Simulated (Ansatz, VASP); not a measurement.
Al in VASP and in Ansatz

The input POSCAR:

```
Al
1.0
   -1.6121584934      1.6121584934      1.6121584934
    1.6121584934     -1.6121584934      1.6121584934
    1.6121584934      1.6121584934     -1.6121584934
Al
1
Direct
    0.0000000000      0.0000000000      0.0000000000
```

Contents of INCAR.step1:

```
ALGO = Normal ; EDIFF = 1E-4
ENCUT = 520 ; GGA = PE
ISMEAR = -1 ; LASPH = True
LCHARG = False ; LREAL = False
LWAVE = True ; NBANDS = 8
NELM = 60 ; PREC = Accurate
SIGMA = 0.1
```

File INCAR.step2:

```
ALGO = Normal ; EDIFF = 1E-6
ENCUT = 520 ; ISIF = 2
ISMEAR = -1 ; ISTART = 1
LASPH = True ; LCHARG = True
LELF = True ; LMIXTAU = True
LREAL = False ; LVHAR = True
LWAVE = False ; METAGGA = R2SCAN
NBANDS = 8 ; NELM = 60
PREC = Accurate ; SIGMA = 0.1
```

The input KPOINTS:

```
k-points
0
Gamma
  13 13 13
```

Input for Ansatz:

```yaml
crystal:
  lattice:
    - [-1.6121584933873385, 1.6121584933873385, 1.6121584933873385]
    - [1.6121584933873385, -1.6121584933873385, 1.6121584933873385]
    - [1.6121584933873385, 1.6121584933873385, -1.6121584933873385]
  atoms:
    - { symbol: Al, position: [0.0, 0.0, 0.0] }
basis:
  ecutwfc: 600.0
kpoints:
  mp_grid:
    grid: [13, 13, 13]
hamiltonian:
  xc: r2scan
  pseudopotentials:
    kind: paw
scf:
  convergence:
    dr2_threshold: 1.0e-10
  occupations:
    method: fermi_dirac
output:
  stress: true
```

Alike in both runs: task single point; functional r2SCAN; k mesh 13 × 13 × 13; no spin polarisation.

|  | VASP | Ansatz |
| --- | --- | --- |
| version | VASP 6.6.1 | Ansatz 0.2.0 |
| potentials or method | VASP PAW PBE potentials, release 64 (Al), cutoff 520 eV | plane waves, PAW |
| occupations | fermi-dirac, width 0.1 eV | fermi-dirac |
| valence electrons in the cell | 3 | 3 |

Ansatz gave:

```
pressure (GPa) : -2.7
```

Q: Estimate VASP's values.

A: Pressure (GPa): -3.0.

VASP's potentials were made for PBE, not for r2SCAN.
